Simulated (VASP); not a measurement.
Set up this calculation in VASP 6.6.1, as the native input.

```yaml
Task: single point
Functional: PBEsol
Potentials_or_basis: VASP PAW PBE potentials, release 64 (W_sv)
Cutoff: 520 eV
k_mesh: 20 × 20 × 20
Occupations: gaussian, width 0.15 eV
Spin: no spin polarisation
Dipole_correction: no
Further_INCAR_settings: ALGO = Fast; EDIFF = 1e-06; NBANDS = 13
```

The structure of W lies in POSCAR:

```
W
1.0
    0.0000000000      2.0909000000      2.0909000000
    2.0909000000      0.0000000000      2.0909000000
    2.0909000000      2.0909000000      0.0000000000
W
1
Direct
    0.0000000000      0.0000000000      0.0000000000
```

This isn't the form of W at room conditions, which is bcc.

This cell differs from its parent crystal: strain +0.030 along x and y, +0.030 along z.

These files were run (other wordings do the same):

INCAR

```
PREC = Accurate
ENCUT = 520
EDIFF = 1E-6
ISMEAR = 0
SIGMA = 0.15
LREAL = F
LASPH = T
NELM = 100
ALGO = Fast
ISIF = 2
LWAVE = F
LCHARG = T
GGA = PS
LELF = T
LVHAR = T
NBANDS = 13
```

KPOINTS

```
Automatic mesh
0
Gamma
  20 20 20
```

Potentials or basis: VASP PAW PBE potentials, release 64 (W_sv).

Run with:

```sh
$ cat potpaw_PBE.64/W_sv/POTCAR > POTCAR
$ mpirun -np 1 vasp_std > vasp.out
```

Results of the run:

```json
{
  "Pressure": "-30.4 GPa",
  "Band gap on the k mesh": "zero (bands 7 and 8 overlap by 3.00 eV)"
}
```

Caveat: the cell differs from its parent crystal (strain +0.030 along x and y, +0.030 along z); the cell stands under tension; the PAW data sets were made with another functional, which shifts forces and pressure a little; spin-orbit coupling is left out, which moves the levels of the heavy elements.

Run time: 63 s on 1 thread of Intel Xeon 8259CL, with other jobs on the host, peak memory 0.19 GiB.
